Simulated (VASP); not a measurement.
# CsCaH3 (Pm-3m) in VASP: single point with LDA

Aim: the single point of CsCaH3 with LDA.

All numbers are computed with VASP 6.6.1; they aren't measurements. Logs are shortened: lines on timing, memory, paths and dates and some standing lists are left out, and cuts for length are marked.

## Step 1: The cell of the first run

Symmetry: Pm-3m, No. 221, cubic system. Conventional cell: a = 4.621 Å, b = 4.621 Å, c = 4.621 Å, α = 90.00°, β = 90.00°, γ = 90.00°. Cs (site symmetry m-3m) has 12 H at 3.27 Å and 8 Ca at 4.00 Å within 4.3 Å. Within 3.1 Å of Ca (site symmetry m-3m) lie 6 H at 2.31 Å. H (site symmetry 4/mmm) has 2 Ca at 2.31 Å within 3.1 Å.

## Step 2: Single point, LDA

INCAR reads:

```
PREC = Accurate ; ENCUT = 500
EDIFF = 1E-6 ; ISMEAR = 0
SIGMA = 0.01 ; LREAL = False
LASPH = True ; NELM = 120
ALGO = Normal ; ISIF = 2
LWAVE = False ; LCHARG = True
LELF = True ; LVHAR = True
NBANDS = 19 ; GGA_COMPAT = False
```

KPOINTS reads:

```
Automatic mesh
0
Gamma
  3 3 3
```

POSCAR reads:

```
CsCaH3
1.0
    4.6211860000      0.0000000000      0.0000000000
    0.0000000000      4.6211860000      0.0000000000
    0.0000000000      0.0000000000      4.6211860000
Cs Ca H
1 1 3
Direct
    0.0000000000      0.0000000000      0.0000000000
    0.5000000000      0.5000000000      0.5000000000
    0.5000000000      0.0000000000      0.5000000000
    0.0000000000      0.5000000000      0.5000000000
    0.5000000000      0.5000000000      0.0000000000
```

Potentials or basis: VASP PAW LDA potentials, release 64 (Cs_sv, Ca_sv, H).

Command:

```
> cat potpaw_LDA.64/Cs_sv/POTCAR potpaw_LDA.64/Ca_sv/POTCAR potpaw_LDA.64/H/POTCAR > POTCAR
> mpirun -np 1 vasp_std > vasp.out
```

OUTCAR:

```text
PREC = Accurate
   ENCUT = 500
   EDIFF = 1E-6
   ISMEAR = 0
   LREAL = False
   LASPH = True
   NELM = 120
   ISIF = 2

 ion  position               nearest neighbor table
   1  0.000  0.000  0.000-
   2  0.500  0.500  0.500-
   3  0.500  0.000  0.500-
   4  0.000  0.500  0.500-
   5  0.500  0.500  0.000-

  LATTYP: Found a simple cubic cell.
 ALAT       =     4.6211860000

  Lattice vectors:

 A1 = (   4.6211860000,   0.0000000000,   0.0000000000)
 A2 = (   0.0000000000,   4.6211860000,   0.0000000000)
 A3 = (   0.0000000000,   0.0000000000,   4.6211860000)

Analysis of symmetry for initial positions (statically):
=====================================================================
 Subroutine PRICEL returns:
 Original cell was already a primitive cell.

 Routine SETGRP: Setting up the symmetry group for a
 simple cubic supercell.

 Subroutine GETGRP returns: Found 48 space group operations
 (whereof 48 operations were pure point group operations)
 out of a pool of 48 trial point group operations.

The static configuration has the point symmetry O_h .

Analysis of symmetry for dynamics (positions and initial velocities):
=====================================================================
 Subroutine PRICEL returns:
 Original cell was already a primitive cell.

 Routine SETGRP: Setting up the symmetry group for a
 simple cubic supercell.

 Subroutine GETGRP returns: Found 48 space group operations
 (whereof 48 operations were pure point group operations)
 out of a pool of 48 trial point group operations.

The dynamic configuration has the point symmetry O_h .

 Subroutine INISYM returns: Found 48 space group operations
 (whereof 48 operations are pure point group operations),
 and found     1 'primitive' translations

----------------------------------------------------------------------------------------

                                     Primitive cell

  volume of cell :      98.6871

  direct lattice vectors                    reciprocal lattice vectors
     4.621186000  0.000000000  0.000000000     0.216394666  0.000000000  0.000000000
     0.000000000  4.621186000  0.000000000     0.000000000  0.216394666  0.000000000
     0.000000000  0.000000000  4.621186000     0.000000000  0.000000000  0.216394666

  length of vectors
     4.621186000  4.621186000  4.621186000     0.216394666  0.216394666  0.216394666

  position of ions in fractional coordinates (direct lattice)
     0.000000000  0.000000000  0.000000000
     0.500000000  0.500000000  0.500000000
     0.500000000  0.000000000  0.500000000
     0.000000000  0.500000000  0.500000000
     0.500000000  0.500000000  0.000000000

  ion indices of the primitive-cell ions
   primitive index   ion index
                 1           1
                 2           2
                 3           3
                 4           4
                 5           5

----------------------------------------------------------------------------------------

 KPOINTS: Automatic mesh

Automatic generation of k-mesh.
 Grid dimensions read from file:
 generate k-points for:    3    3    3

 Generating k-lattice:

  Cartesian coordinates                     Fractional coordinates (reciprocal lattice)
     0.072131555  0.000000000  0.000000000     0.333333333  0.000000000  0.000000000
     0.000000000  0.072131555  0.000000000     0.000000000  0.333333333  0.000000000
     0.000000000  0.000000000  0.072131555     0.000000000  0.000000000  0.333333333

  Length of vectors
     0.072131555  0.072131555  0.072131555

  Shift w.r.t. Gamma in fractional coordinates (k-lattice)
     0.000000000  0.000000000  0.000000000

 Subroutine IBZKPT returns following result:
 ===========================================

 Found      4 irreducible k-points:

 Following reciprocal coordinates:
            Coordinates               Weight
  0.000000  0.000000  0.000000      1.000000
  0.333333  0.000000  0.000000      6.000000
  0.333333  0.333333  0.000000     12.000000
  0.333333  0.333333  0.333333      8.000000
   k-points           NKPTS =      4   k-points in BZ     NKDIM =      4   number of bands    NBANDS=     19
   number of dos      NEDOS =    301   number of ions     NIONS =      5
   total plane-waves  NPLWV =  46656
   dimension x,y,z NGX =    36 NGY =   36 NGZ =   36
   dimension x,y,z NGXF=    72 NGYF=   72 NGZF=   72
   ions per type =               1   1   3
   NGX,Y,Z   is equivalent  to a cutoff of  12.95, 12.95, 12.95 a.u.
   NGXF,Y,Z  is equivalent  to a cutoff of  25.90, 25.90, 25.90 a.u.
 SYSTEM =  unknown system
   PREC   = accura    normal or accurate (medium, high low for compatibility)
   ISTART =      0    job   : 0-new  1-cont  2-samecut
   ICHARG =      2    charge: 1-file 2-atom 10-const
   ISPIN  =      1    spin polarized calculation?
   LNONCOLLINEAR =      F non collinear calculations
   LSORBIT =      F    spin-orbit coupling
   LASPH  =      T    aspherical Exc in radial PAW
   ENCUT  =  500.0 eV  36.75 Ry    6.06 a.u.   8.43  8.43  8.43*2*pi/ulx,y,z
   NELM   =    120;   NELMIN=  2; NELMDL= -5     # of ELM steps
   EDIFF  = 0.1E-05   stopping-criterion for ELM
   LREAL  =      F    real-space projection
   EDIFFG = 0.1E-04   stopping-criterion for IOM
   NSW    =      0    number of steps for IOM
   IBRION =     -1    ionic relax: 0-MD 1-quasi-New 2-CG
   NFREE  =      0    steps in history (QN), initial steepest desc. (CG)
   ISIF   =      2    stress and relaxation
   ISYM   =      2    0-nonsym 1-usesym 2-fastsym
   POTIM  = 0.5000    time-step for ionic-motion
   TEBEG  =    0.0;   TEEND  =   0.0 temperature during run
   PSTRESS=    0.0 pullay stress
   NELECT =      22.0000    total number of electrons
   NUPDOWN=      -1.0000    fix difference up-down
   EMIN   =  10.00;   EMAX   =-10.00  energy-range for DOS
   EFERMI =   0.00;   METHOD = LEGACY
   ISMEAR =     0;   SIGMA  =   0.01  broadening in eV -4-tet -1-fermi 0-gaus
   EFERMI_NEDOS =   21; number of points for ismear=-14 and -15
   IALGO  =     38    algorithm
   IMIX   =      4    mixing-type and parameters
     AMIX     =   0.40;   BMIX     =  1.00
     AMIX_MAG =   1.60;   BMIX_MAG =  1.00
  volume/ion in A,a.u.               =      19.74       133.19
  Fermi-wavevector in a.u.,A,eV,Ry     =   0.992649  1.875834 13.406522  0.985352
  Thomas-Fermi vector in A             =   2.124475
   LORBIT       =      0    0 simple, 1 ext, 2 COOP (PROOUT), +10 PAW based schemes
   GGA     = CA    functional components
   LHFCALC =     F    Hartree Fock is set to
   AEXX    =    0.0000 exact exchange contribution
   IVDW    =     0    specifies the selected vdW correction
   LEPSILON=     F    determine dielectric tensor
   LRPA    =     F    only Hartree local field effects (RPA)
 non-spin polarized calculation
 Gauss-broadening in eV      SIGMA  =   0.01
  energy-cutoff  :      500.00
  volume of cell :       98.69
 maximum number of plane-waves:      2518
 NGX is ok and might be reduce to    36
   NGX = 17   NGY = 17   NGZ = 17

 number of electron      22.0000008 magnetization

 Free energy of the ion-electron system (eV)
  ---------------------------------------------------
  ext. energy  EPLUGINS =         0.00000000
  ---------------------------------------------------
  free energy    TOTEN  =       -15.89296637 eV

  energy without entropy =      -15.89296637  energy(sigma->0) =      -15.89296637

 E-fermi :  -0.5871     XC(G=0):  -8.3895

 val. band max:       -0.6876639539   @ k =   0.3333   0.3333   0.0000
 cond. band min:       3.0013286841   @ k =   0.3333   0.3333   0.0000
 fundamental gap:      3.6889926381
 Fermi energy:        -0.5870847584

 k-point     1 :       0.0000    0.0000    0.0000
  band No.  band energies     occupation
      1     -39.0674      2.00000
      2     -20.6697      2.00000
      3     -20.3748      2.00000
      4     -20.3748      2.00000
      5     -20.3748      2.00000
      6      -7.3946      2.00000
[... 11 lines left out ...]
     18       6.6241      0.00000
     19       6.6241      0.00000

 k-point     2 :       0.3333    0.0000    0.0000
  band No.  band energies     occupation
      1     -39.0669      2.00000
      2     -20.6748      2.00000
      3     -20.3737      2.00000
      4     -20.3737      2.00000
      5     -20.3706      2.00000
      6      -7.8210      2.00000
[... 11 lines left out ...]
     18       5.2226      0.00000
     19       6.7965      0.00000

 k-point     3 :       0.3333    0.3333    0.0000
  band No.  band energies     occupation
      1     -39.0663      2.00000
      2     -20.6490      2.00000
      3     -20.3933      2.00000
      4     -20.3803      2.00000
      5     -20.3728      2.00000
      6      -7.7450      2.00000
[... 11 lines left out ...]
     18       6.6237      0.00000
     19       7.0037      0.00000

 k-point     4 :       0.3333    0.3333    0.3333
  band No.  band energies     occupation
      1     -39.0657      2.00000
      2     -20.6262      2.00000
      3     -20.3920      2.00000
      4     -20.3920      2.00000
      5     -20.3869      2.00000
      6      -7.6769      2.00000
[... 11 lines left out ...]
     18       7.2433      0.00000
     19       7.2433      0.00000

------------------------ aborting loop because EDIFF is reached ----------------------------------------

  FORCE on cell =-STRESS in cart. coord.  units (eV):
  Direction    XX          YY          ZZ          XY          YZ          ZX
  --------------------------------------------------------------------------------------
  -------------------------------------------------------------------------------------
  Total       -1.4730706     -1.4730706     -1.4730706      0.0000000     -0.0000000      0.0000000
  in kB      -23.9151877    -23.9151877    -23.9151877      0.0000000     -0.0000000      0.0000000
  external PRESSURE =     -23.9151877 kB  Pullay stress =       0.0000000 kB

 VOLUME and BASIS-vectors are now :
 -----------------------------------------------------------------------------
  energy-cutoff  :      500.00
  volume of cell :       98.69
      direct lattice vectors                 reciprocal lattice vectors
     4.621186000  0.000000000  0.000000000     0.216394666  0.000000000  0.000000000
     0.000000000  4.621186000  0.000000000     0.000000000  0.216394666  0.000000000
     0.000000000  0.000000000  4.621186000     0.000000000  0.000000000  0.216394666

 POSITION                                       TOTAL-FORCE (eV/Angst)
 -----------------------------------------------------------------------------------
      0.00000      0.00000      0.00000         0.000000      0.000000      0.000000
      2.31059      2.31059      2.31059         0.000000      0.000000      0.000000
      2.31059      0.00000      2.31059         0.000000      0.000000      0.000000
      0.00000      2.31059      2.31059         0.000000      0.000000      0.000000
      2.31059      2.31059      0.00000         0.000000      0.000000      0.000000
 -----------------------------------------------------------------------------------
    total drift:                                0.000000      0.000000      0.000000

  FREE ENERGIE OF THE ION-ELECTRON SYSTEM (eV)
  ---------------------------------------------------
  free  energy   TOTEN  =       -15.8929663706 eV

  energy  without entropy=      -15.8929663706  energy(sigma->0) =      -15.89296637
```

It took 25 s on 1 thread of Intel Xeon 8259CL, shared host; peak memory 0.14 GiB.

What came out:

- Free energy: -15.8930 eV
- Pressure: -2.4 GPa
- Band gap on the k mesh: 3.69 eV

Levels at points of the mesh, in eV from the valence-band top:
```tsv
k point	band 7	band 8	band 9	band 10	band 11	band 12	band 13	band 14	band 15	band 16
(0.00, 0.00, 0.00)	-6.71	-6.71	-2.65	-0.52	-0.52	5.52	5.52	5.52	6.45	6.45
```

Caveat: the k points lie up to 0.45 Å⁻¹ apart; spin-orbit coupling is left out, which moves the levels of the heavy elements; an odd mesh through Γ misses points on the zone boundary, where band edges can lie.
